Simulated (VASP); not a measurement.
Wanted: the native input for a VASP 6.6.1 run.

```yaml
Task: single point
Functional: PBE
Potentials_or_basis: VASP PAW PBE potentials, release 64 (Al, Cl)
Cutoff: 520 eV
k_mesh: 8 × 8 × 8
Occupations: fermi-dirac, width 0.05 eV
Spin: no spin polarisation
Dipole_correction: no
Further_INCAR_settings: ALGO = Normal; EDIFF = 1e-07; NBANDS = 12
```

The structure of AlCl lies in POSCAR:

```
AlCl
1.0
    0.0000000000      2.8486347600      2.8486347600
    2.8486347600      0.0000000000      2.8486347600
    2.8486347600      2.8486347600      0.0000000000
Al Cl
1 1
Direct
    0.5000000000      0.5000000000      0.5000000000
    0.0000000000      0.0000000000      0.0000000000
```

The input as run:

INCAR

```
PREC = Accurate ; ENCUT = 520
EDIFF = 1E-7 ; ISMEAR = -1
SIGMA = 0.05 ; LREAL = False
LASPH = True ; NELM = 60
ALGO = Normal ; ISIF = 2
LWAVE = False ; LCHARG = False
GGA = PE ; NBANDS = 12
```

KPOINTS

```
Automatic mesh
0
Gamma
  8 8 8
```

Potentials or basis: VASP PAW PBE potentials, release 64 (Al, Cl).

Command:

```console
$ cat potpaw_PBE.64/Al/POTCAR potpaw_PBE.64/Cl/POTCAR > POTCAR
$ mpirun -np 1 vasp_std > vasp.out
```

Results of the run:

The pressure is 5.7 GPa. The band gap on the k mesh is 0.53 eV, direct.

Wall time 9.5 s on 1 thread of Intel(R) Xeon(R) Platinum 8488C (Sapphire Rapids), with other jobs on the host, peak memory 0.16 GiB.
